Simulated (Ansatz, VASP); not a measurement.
# Two plane-wave programs on GaAs

```
CELL_PARAMETERS angstrom
0.00000 2.71917 2.92657
2.71917 0.00000 2.92657
2.71917 2.71917 0.00000
ATOMIC_POSITIONS crystal
Ga 0.00000 0.00000 0.00000
As 0.25000 0.25000 0.25000
```

Change from the starting cell: strained cell.

Alike in both runs: functional PBEsol; k mesh 10 × 10 × 10; occupations gaussian, width 0.02 eV; no spin polarisation.

Ansatz relaxed the structure, and its values are those at the end. VASP's run is a single point on that final structure, the one shown.

```csv
,VASP,Ansatz
version,VASP 6.6.1,Ansatz 0.2.0
potentials or method,"VASP PAW PBE potentials, release 64 (Ga_d, As), cutoff 500 eV","scalar-relativistic, plane waves, PAW"
valence electrons in the cell,18,28
```

VASP gave:

- gap on the k mesh at the Fermi level (eV): 0.57
- least direct gap on the mesh (eV): 0.57
- pressure (GPa): 3.6

**Question.** What did Ansatz give for the same quantities?

**Answer.** gap on the k mesh at the Fermi level (eV): 0.56; least direct gap on the mesh (eV): 0.56; pressure (GPa): 3.4.

VASP's potentials were made for PBE, not for PBEsol. VASP's potentials hold 18 valence electrons a cell and Ansatz's 28, so a difference there can come from the potentials and not from the codes. Ansatz's warnings: stress scf threshold loose.
